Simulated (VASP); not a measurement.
Runs of VASP 6.6.1 on Tc. The structure is that of space group P6_3/mmc (No. 194), or close to it. The cells are those of the table. 

| task | level | spin | cell | k mesh | cutoff (eV) | smearing | gap on the mesh (eV) | pressure (GPa) |
| --- | --- | --- | --- | --- | --- | --- | --- | --- |
| single point | PBEsol | off | a = 2.708, b = 2.708, c = 4.345 Å, angles 90.0, 90.0, 120.0°, 2 atoms | 11 × 11 × 6 | 520 | fermi-dirac 0.05 eV | none | 4.3 |
| single point | PBE | off | a = 2.740, b = 2.740, c = 4.398 Å, angles 90.0, 90.0, 120.0°, 2 atoms | 10 × 10 × 6 | 520 | methfessel-paxton 0.1 eV | none | (a) |
| relaxation of cell and atoms | PBEsol | off | relaxed to 20 GPa from a = 2.740, b = 2.740, c = 4.398 Å, angles 90.0, 90.0, 120.0°, 2 atoms | 11 × 11 × 6 | 600 | fermi-dirac 0.05 eV | none | 20.0 |
| single point | PBEsol | off | a = 2.695, b = 2.695, c = 4.325 Å, angles 90.0, 90.0, 120.0°, 2 atoms | 11 × 11 × 6 | 520 | fermi-dirac 0.05 eV | none | 9.3 |
| single point | PBE | off | a = 2.794, b = 2.794, c = 4.484 Å, angles 90.0, 90.0, 120.0°, 2 atoms | 11 × 11 × 6 | 520 | fermi-dirac 0.05 eV | none | -13.7 |
| single point | PBEsol | off | a = 2.672, b = 2.672, c = 4.288 Å, angles 90.0, 90.0, 120.0°, 2 atoms | 11 × 11 × 6 | 520 | fermi-dirac 0.05 eV | none | 19.3 |
| single point | r2SCAN | off | a = 2.776, b = 2.776, c = 4.456 Å, angles 90.0, 90.0, 120.0°, 2 atoms | 11 × 11 × 6 | 520 | fermi-dirac 0.05 eV | none | (c) |
| relaxation of cell and atoms | PBEsol | off | relaxed to 10 GPa from a = 2.740, b = 2.740, c = 4.398 Å, angles 90.0, 90.0, 120.0°, 2 atoms | 11 × 11 × 6 | 600 | fermi-dirac 0.05 eV | none | 10.1 |
| single point | PBE | off | a = 2.740, b = 2.740, c = 4.398 Å, angles 90.0, 90.0, 120.0°, 2 atoms | 8 × 8 × 5 | 520 | methfessel-paxton 0.1 eV | none | 2.4 |
| single point | PBEsol | non-collinear, zero start, SOC | a = 2.740, b = 2.740, c = 4.398 Å, angles 90.0, 90.0, 120.0°, 2 atoms | 11 × 11 × 6 | 520 | fermi-dirac 0.05 eV | - | -7.0 |
| single point | PBE | off | a = 2.684, b = 2.684, c = 4.308 Å, angles 90.0, 90.0, 120.0°, 2 atoms | 11 × 11 × 6 | 520 | fermi-dirac 0.05 eV | none | 24.3 |
| single point | PBEsol | off | a = 2.652, b = 2.652, c = 4.254 Å, angles 90.0, 90.0, 120.0°, 2 atoms | 11 × 11 × 6 | 520 | fermi-dirac 0.05 eV | none | (b) |

Alike in all rows: potentials or basis VASP PAW PBE potentials, release 64 (Tc_pv).

Q: Fill in the values left out.

A: (a) 2.3; (b) 29.3; (c) -13.0.

Caveats: the PAW data sets were made with another functional, which shifts forces and pressure a little (at least some runs); the cell stands under pressure (at least some runs); the cell stands under tension (at least some runs); the cell is relaxed towards a set pressure, so the run minimises the enthalpy, not the energy (at least some runs).

A k mesh can miss the band edges, and rows without SOC leave out spin-orbit coupling on Tc.

A gap of «none» marks levels without a gap at the run's occupations.
